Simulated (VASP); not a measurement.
Write the native input for VASP 6.6.1 that does the following.

| Property | Result |
| --- | --- |
| Task | single point |
| Functional | PBE |
| Dispersion | D3(BJ) |
| Potentials or basis | VASP PAW PBE potentials, release 64 (B, N) |
| Cutoff | 520 eV |
| k mesh | 12 × 12 × 4 |
| Occupations | gaussian, width 0.05 eV |
| Spin | no spin polarisation |
| Dipole correction | no |
| Further INCAR settings | ALGO = Normal; EDIFF = 1e-06; NBANDS = 16 |

The structure of BN lies in POSCAR:

```
BN
1.0
    2.4635976777      0.0000000000      0.0000000000
   -1.2317988389      2.1335381736      0.0000000000
    0.0000000000      0.0000000000      6.8814296245
B N
2 2
Direct
    0.3333333333      0.6666666667      0.2500000000
    0.6666666667      0.3333333333      0.7500000000
    0.3333333333      0.6666666667      0.7500000000
    0.6666666667      0.3333333333      0.2500000000
```

This cell differs from its parent crystal: ratio of the length along z to the lengths across it x 1.05, volume and fractional coordinates fixed.

The input as run:

INCAR

```
SYSTEM = BN
PREC     = Accurate       ! precision mode
ENCUT    = 520            ! plane-wave cutoff, eV
EDIFF    = 1E-6           ! SCF threshold, eV
ISMEAR   = 0              ! smearing method
SIGMA    = 0.05           ! smearing width, eV
LREAL    = .FALSE.        ! projectors in reciprocal space
LASPH    = .TRUE.         ! aspherical terms in the spheres
NELM     = 100            ! most SCF steps
ALGO     = Normal         ! electronic algorithm
ISIF     = 2              ! what is computed and relaxed
LWAVE    = .FALSE.        ! write WAVECAR
LCHARG   = .FALSE.        ! write CHGCAR
GGA      = PE             ! functional
IVDW     = 12             ! dispersion correction
NBANDS   = 16             ! bands
```

KPOINTS

```
regular mesh
0
G
  12 12 4
  0 0 0
```

Potentials or basis: VASP PAW PBE potentials, release 64 (B, N).

Launch:

```sh
$ cat potpaw_PBE.64/B/POTCAR potpaw_PBE.64/N/POTCAR > POTCAR
$ mpirun -np 1 vasp_std > vasp.out
```

Results of the run:

```json
{
 "Pressure": "12.7 GPa",
 "Band gap on the k mesh": "4.41 eV, indirect (least direct gap 4.78 eV)",
 "Dispersion energy per atom": "-0.140 eV"
}
```

Wall time 33 s on 1 thread of Intel(R) Xeon(R) Platinum 8375C CPU @ 2.90GHz (Ice Lake), with other jobs on the host, peak memory 0.17 GiB.
